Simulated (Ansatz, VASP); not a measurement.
# Ti in VASP and in Ansatz

```
CELL_PARAMETERS angstrom
2.93755 0.00000 0.00000
-1.46877 2.54399 0.00000
0.00000 0.00000 4.64829
ATOMIC_POSITIONS crystal
Ti 0.33333 0.66667 0.25000
Ti 0.66667 0.33333 0.75000
```

Alike in both runs: functional r2SCAN; k mesh 15 × 15 × 8; occupations fermi-dirac, width 0.15 eV; no spin polarisation.

Ansatz relaxed the structure, and its values are those at the end. VASP's run is a single point on that final structure, the one shown.

|  | VASP | Ansatz |
| --- | --- | --- |
| version | VASP 6.6.1 | Ansatz 0.2.0 |
| potentials or method | VASP PAW PBE potentials, release 64 (Ti_sv), cutoff 520 eV | scalar-relativistic, plane waves, PAW |
| valence electrons in the cell | 24 | 24 |

|  | VASP | Ansatz | Ansatz less VASP |
| --- | --- | --- | --- |
| gap on the k mesh at the Fermi level (eV) | none | none | - |
| pressure (GPa) | 0.3 | 0.0 | -0.30 |

VASP's potentials were made for PBE, not for r2SCAN. A gap of «none» marks a metal or a gap that the smearing closes.
